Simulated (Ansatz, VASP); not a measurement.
CoSi in VASP and in Ansatz

INCAR

```
SYSTEM = CoSi
ALGO = Normal ; EDIFF = 1E-7
EDIFFG = -0.002 ; ENCUT = 600
GGA = CA ; IBRION = 2
ISIF = 3 ; ISMEAR = 0
LASPH = .TRUE. ; LCHARG = .FALSE.
LREAL = .FALSE. ; LWAVE = .FALSE.
NELM = 100 ; NSW = 80
PREC = Accurate ; SIGMA = 0.02
```

The input KPOINTS:

```
k-points
0
G
  10 10 10
  0 0 0
```

Contents of POSCAR:

```
CoSi
1.0
    4.4380000000      0.0000000000      0.0000000000
    0.0000000000      4.4380000000      0.0000000000
    0.0000000000      0.0000000000      4.4380000000
Co Si
4 4
Direct
    0.1400000000      0.1400000000      0.1400000000
    0.3600000000      0.8600000000      0.6400000000
    0.6400000000      0.3600000000      0.8600000000
    0.8600000000      0.6400000000      0.3600000000
    0.8430000000      0.8430000000      0.8430000000
    0.6570000000      0.1570000000      0.3430000000
    0.3430000000      0.6570000000      0.1570000000
    0.1570000000      0.3430000000      0.6570000000
```

Input for Ansatz:

```yaml
crystal:
  lattice:
    - [4.438, 0.0, 0.0]
    - [0.0, 4.438, 0.0]
    - [0.0, 0.0, 4.438]
  atoms:
    - { symbol: Co, position: [0.14, 0.14, 0.14] }
    - { symbol: Co, position: [0.36, 0.86, 0.64] }
    - { symbol: Co, position: [0.64, 0.36, 0.86] }
    - { symbol: Co, position: [0.86, 0.64, 0.36] }
    - { symbol: Si, position: [0.843, 0.843, 0.843] }
    - { symbol: Si, position: [0.657, 0.157, 0.343] }
    - { symbol: Si, position: [0.343, 0.657, 0.157] }
    - { symbol: Si, position: [0.157, 0.343, 0.657] }
scf:
  occupations: { method: gaussian, width: 0.02 }
output:
  forces: true
  stress: true
  eigenvalues: true
hamiltonian:
  xc: lda
kpoints:
  mp_grid: { grid: [10, 10, 10] }
relax:
  f_tol: 0.002
  max_steps: 60
  cell: { stress_tol: 0.03 }
```

Alike in both runs: task relaxation of cell and atoms; functional LDA; k mesh 10 × 10 × 10; occupations gaussian, width 0.02 eV; no spin polarisation.

```csv
,VASP,Ansatz
version,VASP 6.6.1,Ansatz 0.2.0
potentials or method,"VASP PAW LDA potentials, release 64 (Co, Si)","scalar-relativistic, plane waves, PAW"
plane-wave cutoff (eV),600,420
valence electrons in the cell,52,84
```

|  | VASP | Ansatz | Ansatz less VASP |
| --- | --- | --- | --- |
| gap on the k mesh at the Fermi level, each at its own relaxed structure (eV) | none | none | - |
| relaxed volume (Å³/atom) | 10.31 | 10.29 | -0.015 |
| relaxed length of the cell vector where the two differ most in proportion (Å) | 4.352 | 4.350 | -0.0021 |

LDA's correlation is that of Perdew and Zunger in VASP and of Perdew and Wang (1992) in Ansatz. A gap of «none» marks a metal or a gap that the smearing closes. VASP's potentials hold 52 valence electrons a cell and Ansatz's 84, so a difference there can come from the potentials and not from the codes.
